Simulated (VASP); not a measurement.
A run of VASP 6.6.1:

The input INCAR:

```
SYSTEM = In
PREC = Accurate
ENCUT = 520
EDIFF = 1E-7
ISMEAR = 0
SIGMA = 0.1
LREAL = .False.
LASPH = .True.
NELM = 60
ALGO = Fast
ISIF = 2
LWAVE = .False.
LCHARG = .False.
GGA = PS
NBANDS = 12
```

The input KPOINTS:

```
regular mesh
0
Gamma
  18 18 18
  0 0 0
```

File POSCAR:

```
In
1.0
   -1.6490082541      1.6490082541      2.5793308810
    1.6490082541     -1.6490082541      2.5793308810
    1.6490082541      1.6490082541     -2.5793308810
In
1
Direct
    0.0000000000      0.0000000000      0.0000000000
```

Potentials or basis: VASP PAW PBE potentials, release 64 (In_d).

Run with:

```bash
$ cat potpaw_PBE.64/In_d/POTCAR > POTCAR
$ mpirun -np 1 vasp_std > vasp.out
```

Hardware: 1 thread of Intel Xeon 8259CL, with other jobs on the host.

Task: Estimate the wall time of this run.

Result: It took 5.2 min on 1 thread of Intel Xeon 8259CL, on a shared host, peak memory 0.28 GiB. Counts: scf iterations 15, k points 480.
